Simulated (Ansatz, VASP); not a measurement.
# SrTiO3 in VASP and in Ansatz

```xyz
5
Lattice="3.9127 0.0000 0.0000 0.0000 3.9127 0.0000 0.0000 0.0000 3.9127" Properties=species:S:1:pos:R:3 pbc="T T T"
Sr    0.0000    0.0000    0.0000
Ti    1.9564    1.9564    1.9564
O     1.9564    0.0000    1.9564
O     1.9564    1.9564    0.0000
O     0.0000    1.9564    1.9564
```

Alike in both runs: task relaxation of cell and atoms; functional PBE; k mesh 8 × 8 × 8; occupations gaussian, width 0.02 eV; no spin polarisation; Hubbard terms Ti d U = 4.0 eV.

|  | VASP | Ansatz |
| --- | --- | --- |
| version | VASP 6.6.1 | Ansatz 0.2.0 |
| potentials or method | VASP PAW PBE potentials, release 64 (Sr_sv, Ti_sv, O), cutoff 600 eV | scalar-relativistic, plane waves, PAW |
| valence electrons in the cell | 40 | 40 |

Ansatz gave:

- gap on the k mesh at the Fermi level, each at its own relaxed structure (eV): 2.30
- relaxed volume (Å³/atom): 12.30
- relaxed cell length with the largest relative difference (Å): 3.947

Question: Estimate VASP's values.

Answer: gap on the k mesh at the Fermi level, each at its own relaxed structure (eV): 2.27; relaxed volume (Å³/atom): 12.49; relaxed cell length with the largest relative difference (Å): 3.967.

The programs project onto different local orbitals, so the same U acts differently, and such runs can settle in different states.
